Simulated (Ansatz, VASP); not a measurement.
**One calculation of NaH, two programs**

```
Na H
1.0
     0.00000    2.34857    2.34857
     2.34857    0.00000    2.34857
     2.34857    2.34857    0.00000
Na H
1 1
Cartesian
  0.0000 0.0000 0.0000
  2.3486 2.3486 2.3486
```

Alike in both runs: task single point; functional r2SCAN; k mesh 8 × 8 × 8; no spin polarisation.

```csv
,VASP,Ansatz
version,VASP 6.6.1,Ansatz 0.2.0
potentials or method,"VASP PAW PBE potentials, release 64 (Na_pv, H)","plane waves, PAW"
plane-wave cutoff (eV),520,500
occupations,"gaussian, width 0.01 eV",fixed
valence electrons in the cell,8,10
```

|  | VASP | Ansatz | Ansatz less VASP |
| --- | --- | --- | --- |
| gap on the k mesh at the Fermi level (eV) | 4.52 | 4.51 | -0.010 |
| pressure (GPa) | 1.5 | 1.7 | +0.19 |

VASP's potentials were made for PBE, not for r2SCAN. VASP's potentials hold 8 valence electrons a cell and Ansatz's 10, so a difference there can come from the potentials and not from the codes.
